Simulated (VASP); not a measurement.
# Pt in VASP: further runs, part 2 of 2

VASP 6.6.1. Earlier steps stand in the parts before.

### 3 Single point, PBE

This run uses another cell than the first one.

File INCAR:

```
  ALGO = Normal
  EDIFF = 1E-6
  ENCUT = 520
  GGA = PE
  ISIF = 2
  ISMEAR = 0
  LASPH = T
  LCHARG = F
  LREAL = Auto
  LUSENCCL = F
  LWAVE = F
  NBANDS = 94
  NELM = 80
  PREC = Accurate
  SIGMA = 0.05
```

File KPOINTS:

```
k-points
0
Gamma
  1 1 19
```

File POSCAR:

```
Pt
1.0
   18.8000000000      0.0000000000      0.0000000000
    0.0000000000     17.2000000000      0.0000000000
    0.0000000000      0.0000000000      2.8072945027
Pt
16
Direct
    0.2386826926      0.6154102895      0.0000000000
    0.5373310439      0.6154102895      0.0000000000
    0.5373310439      0.3845897105      0.0000000000
    0.4626689561      0.7308205790      0.5000000000
    0.4626689561      0.5000000000      0.5000000000
    0.4626689561      0.2691794210      0.5000000000
    0.7613173074      0.5000000000      0.5000000000
    0.3133447804      0.7308205790      0.5000000000
    0.3133447804      0.5000000000      0.5000000000
    0.6119931318      0.7308205790      0.5000000000
    0.6119931318      0.5000000000      0.5000000000
    0.6119931318      0.2691794210      0.5000000000
    0.3880068682      0.6154102895      0.0000000000
    0.3880068682      0.3845897105      0.0000000000
    0.6866552196      0.6154102895      0.0000000000
    0.6866552196      0.3845897105      0.0000000000
```

Potentials or basis: VASP PAW PBE potentials, release 64 (Pt).

Run with:

```sh
cat potpaw_PBE.64/Pt/POTCAR > POTCAR
mpirun -np 1 vasp_std > vasp.out
```

OUTCAR:

```text
EDIFF = 1E-6
   ENCUT = 520
   GGA = PE
   ISIF = 2
   ISMEAR = 0
   LASPH = T
   LREAL = Auto
   NELM = 80
   PREC = Accurate

 ion  position               nearest neighbor table
   1  0.239  0.615  0.000-  13 2.81   9 2.81   9 2.81   8 2.81   8 2.81
   2  0.537  0.615  0.000-   5 2.81   5 2.81   4 2.81   4 2.81  11 2.81  11 2.81  10 2.81  10 2.81
                            13 2.81  15 2.81
   3  0.537  0.385  0.000-   5 2.81   5 2.81   6 2.81   6 2.81  11 2.81  11 2.81  12 2.81  12 2.81
                            14 2.81  16 2.81
   4  0.463  0.731  0.500-   2 2.81   2 2.81  13 2.81  13 2.81  10 2.81   8 2.81
   5  0.463  0.500  0.500-   2 2.81   3 2.81   2 2.81   3 2.81  13 2.81  14 2.81  13 2.81  14 2.81
                            11 2.81   9 2.81
   6  0.463  0.269  0.500-   3 2.81   3 2.81  14 2.81  14 2.81  12 2.81
   7  0.761  0.500  0.500-  11 2.81  15 2.81  16 2.81  15 2.81  16 2.81
   8  0.313  0.731  0.500-   1 2.81  13 2.81   1 2.81  13 2.81   4 2.81
   9  0.313  0.500  0.500-   1 2.81  13 2.81  14 2.81   1 2.81  13 2.81  14 2.81   5 2.81
  10  0.612  0.731  0.500-  15 2.81  15 2.81   2 2.81   2 2.81   4 2.81
  11  0.612  0.500  0.500-   7 2.81  15 2.81  16 2.81  15 2.81  16 2.81   2 2.81   3 2.81   3 2.81
                             2 2.81   5 2.81
  12  0.612  0.269  0.500-  16 2.81  16 2.81   3 2.81   3 2.81   6 2.81
  13  0.388  0.615  0.000-   1 2.81   9 2.81   9 2.81   8 2.81   8 2.81   5 2.81   5 2.81   4 2.81
                             4 2.81   2 2.81
  14  0.388  0.385  0.000-   9 2.81   9 2.81   5 2.81   5 2.81   6 2.81   6 2.81   3 2.81
  15  0.687  0.615  0.000-   7 2.81  11 2.81   7 2.81  11 2.81  10 2.81  10 2.81   2 2.81
  16  0.687  0.385  0.000-   7 2.81  11 2.81   7 2.81  11 2.81  12 2.81  12 2.81   3 2.81

  LATTYP: Found a simple orthorhombic cell.
 ALAT       =     2.8072945027
 B/A-ratio  =     6.1268954801
 C/A-ratio  =     6.6968392457

  Lattice vectors:

 A1 = (   0.0000000000,   0.0000000000,  -2.8072945027)
 A2 = (   0.0000000000,  17.2000000000,   0.0000000000)
 A3 = (  18.8000000000,   0.0000000000,   0.0000000000)

Analysis of symmetry for initial positions (statically):
=====================================================================
 Subroutine PRICEL returns:
 Original cell was already a primitive cell.

 Routine SETGRP: Setting up the symmetry group for a
 simple orthorhombic supercell.

 Subroutine GETGRP returns: Found  2 space group operations
 (whereof  2 operations were pure point group operations)
 out of a pool of  8 trial point group operations.

The static configuration has the point symmetry C_1h.

Analysis of symmetry for dynamics (positions and initial velocities):
=====================================================================
 Subroutine PRICEL returns:
 Original cell was already a primitive cell.

 Routine SETGRP: Setting up the symmetry group for a
 simple orthorhombic supercell.

 Subroutine GETGRP returns: Found  2 space group operations
 (whereof  2 operations were pure point group operations)
 out of a pool of  8 trial point group operations.

The dynamic configuration has the point symmetry C_1h.

 Subroutine INISYM returns: Found  2 space group operations
 (whereof  2 operations are pure point group operations),
 and found     1 'primitive' translations

[... 84 lines left out ...]
  0.000000  0.000000  0.263158      2.000000
  0.000000  0.000000  0.315789      2.000000
  0.000000  0.000000  0.368421      2.000000
  0.000000  0.000000  0.421053      2.000000
  0.000000  0.000000  0.473684      2.000000
   k-points           NKPTS =     10   k-points in BZ     NKDIM =     10   number of bands    NBANDS=     94
   number of dos      NEDOS =    301   number of ions     NIONS =     16
   total plane-waves  NPLWV = 430080
   dimension x,y,z NGX =   140 NGY =  128 NGZ =   24
   dimension x,y,z NGXF=   280 NGYF=  256 NGZF=   48
   ions per type =              16
   NGX,Y,Z   is equivalent  to a cutoff of  12.38, 12.37, 14.21 a.u.
   NGXF,Y,Z  is equivalent  to a cutoff of  24.76, 24.74, 28.43 a.u.
 SYSTEM =  unknown system
   PREC   = accura    normal or accurate (medium, high low for compatibility)
   ISTART =      0    job   : 0-new  1-cont  2-samecut
   ICHARG =      2    charge: 1-file 2-atom 10-const
   ISPIN  =      1    spin polarized calculation?
   LNONCOLLINEAR =      F non collinear calculations
   LSORBIT =      F    spin-orbit coupling
   LASPH  =      T    aspherical Exc in radial PAW
   ENCUT  =  520.0 eV  38.22 Ry    6.18 a.u.  34.96 31.98  5.22*2*pi/ulx,y,z
   NELM   =     80;   NELMIN=  2; NELMDL= -5     # of ELM steps
   EDIFF  = 0.1E-05   stopping-criterion for ELM
   LREAL  =      T    real-space projection
   EDIFFG = 0.1E-04   stopping-criterion for IOM
   NSW    =      0    number of steps for IOM
   IBRION =     -1    ionic relax: 0-MD 1-quasi-New 2-CG
   NFREE  =      0    steps in history (QN), initial steepest desc. (CG)
   ISIF   =      2    stress and relaxation
   ISYM   =      2    0-nonsym 1-usesym 2-fastsym
   POTIM  = 0.5000    time-step for ionic-motion
   TEBEG  =    0.0;   TEEND  =   0.0 temperature during run
   PSTRESS=    0.0 pullay stress
   NELECT =     160.0000    total number of electrons
   NUPDOWN=      -1.0000    fix difference up-down
   EMIN   =  10.00;   EMAX   =-10.00  energy-range for DOS
   EFERMI =   0.00;   METHOD = LEGACY
   ISMEAR =     0;   SIGMA  =   0.05  broadening in eV -4-tet -1-fermi 0-gaus
   EFERMI_NEDOS =   21; number of points for ismear=-14 and -15
   IALGO  =     38    algorithm
   IMIX   =      4    mixing-type and parameters
     AMIX     =   0.40;   BMIX     =  1.00
     AMIX_MAG =   1.60;   BMIX_MAG =  1.00
  volume/ion in A,a.u.               =      56.74       382.87
  Fermi-wavevector in a.u.,A,eV,Ry     =   0.917889  1.734558 11.463178  0.842520
  Thomas-Fermi vector in A             =   2.042909
   LORBIT       =      0    0 simple, 1 ext, 2 COOP (PROOUT), +10 PAW based schemes
   GGA     = PE    functional components
   LHFCALC =     F    Hartree Fock is set to
   AEXX    =    0.0000 exact exchange contribution
   IVDW    =     0    specifies the selected vdW correction
   LEPSILON=     F    determine dielectric tensor
   LRPA    =     F    only Hartree local field effects (RPA)
 non-spin polarized calculation
 Gauss-broadening in eV      SIGMA  =   0.05
  energy-cutoff  :      520.00
  volume of cell :      907.77
 maximum number of plane-waves:     24489
 NGX is ok and might be reduce to   140
   NGX = 69   NGY = 63   NGZ = 11

 number of electron     159.9999996 magnetization

 Free energy of the ion-electron system (eV)
  ---------------------------------------------------
  ext. energy  EPLUGINS =         0.00000000
  ---------------------------------------------------
  free energy    TOTEN  =       -86.17125009 eV

  energy without entropy =      -86.11086635  energy(sigma->0) =      -86.14105822

 E-fermi :  -1.1180     XC(G=0):  -4.7886

 val. band max:       -1.1183401998   @ k =   0.0000   0.0000   0.1053
 cond. band min:      -1.1132936017   @ k =   0.0000   0.0000   0.2105
 fundamental gap:      0.0050465981
 Fermi energy:        -1.1180166122

 k-point     1 :       0.0000    0.0000    0.0000
  band No.  band energies     occupation
      1      -9.8648      2.00000
      2      -8.7697      2.00000
      3      -8.4772      2.00000
      4      -7.7791      2.00000
      5      -7.5065      2.00000
      6      -7.4106      2.00000
[... 939 lines left out ...]
     91       2.3675      0.00000
     92       2.4936      0.00000
 [bands above 92 left out]

------------------------ aborting loop because EDIFF is reached ----------------------------------------

  FORCE on cell =-STRESS in cart. coord.  units (eV):
  Direction    XX          YY          ZZ          XY          YZ          ZX
  --------------------------------------------------------------------------------------
  -------------------------------------------------------------------------------------
  Total      -13.1234978    -14.3922608    -28.8815815      2.5432292      0.0000000      0.0000000
  in kB      -23.1625256    -25.4018491    -50.9750056      4.4887128      0.0000000      0.0000000
  external PRESSURE =     -33.1797934 kB  Pullay stress =       0.0000000 kB

 VOLUME and BASIS-vectors are now :
 -----------------------------------------------------------------------------
  energy-cutoff  :      520.00
  volume of cell :      907.77
      direct lattice vectors                 reciprocal lattice vectors
    18.800000000  0.000000000  0.000000000     0.053191489  0.000000000  0.000000000
     0.000000000 17.200000000  0.000000000     0.000000000  0.058139535  0.000000000
     0.000000000  0.000000000  2.807294503     0.000000000  0.000000000  0.356214853

 POSITION                                       TOTAL-FORCE (eV/Angst)
 -----------------------------------------------------------------------------------
      4.48723     10.58506      0.00000         0.999165     -0.054507      0.000000
     10.10182     10.58506      0.00000        -0.250158      0.143260      0.000000
     10.10182      6.61494      0.00000        -0.058137     -0.130013      0.000000
      8.69818     12.57011      1.40365         0.056347     -0.345643      0.000000
      8.69818      8.60000      1.40365         0.232415      0.158268      0.000000
      8.69818      4.62989      1.40365         0.287515      0.934561      0.000000
[... 8 lines left out ...]
     12.90912     10.58506      0.00000         0.195338      0.152777      0.000000
     12.90912      6.61494      0.00000         0.234821     -0.204333      0.000000
 -----------------------------------------------------------------------------------
    total drift:                               -0.010045      0.001505     -0.000000

  FREE ENERGIE OF THE ION-ELECTRON SYSTEM (eV)
  ---------------------------------------------------
  free  energy   TOTEN  =       -86.1712500936 eV

  energy  without entropy=      -86.1108663464  energy(sigma->0) =      -86.14105822
```

It took 4.1 min on 1 × NVIDIA H100 80GB with 1 thread of AMD EPYC 7R13 (Zen 3), shared host; peak memory 1.9 GiB.

What came out:

- Free energy: -86.1713 eV
- Largest force: 1.129 eV/Å
- Band gap on the k mesh: zero (bands 80 and 81 overlap by 0.70 eV)

Forces in eV/Å, atoms in the order of the input:
```
Pt   0.999 -0.055  0.000
Pt  -0.250  0.143  0.000
Pt  -0.058 -0.130  0.000
Pt   0.056 -0.346  0.000
Pt   0.232  0.158  0.000
Pt   0.288  0.935  0.000
Pt  -1.129 -0.006  0.000
Pt   0.426 -0.744  0.000
Pt   0.003 -0.289  0.000
Pt  -0.428 -0.934  0.000
Pt  -0.242 -0.067  0.000
Pt  -0.275  1.044  0.000
Pt   0.190  0.313  0.000
Pt  -0.243  0.029  0.000
Pt   0.195  0.153  0.000
Pt   0.235 -0.204  0.000
```

Caveat: spin-orbit coupling is left out, which moves the levels of the heavy elements.

The gap in the log of VASP goes by the Fermi energy; the results here count the filled bands.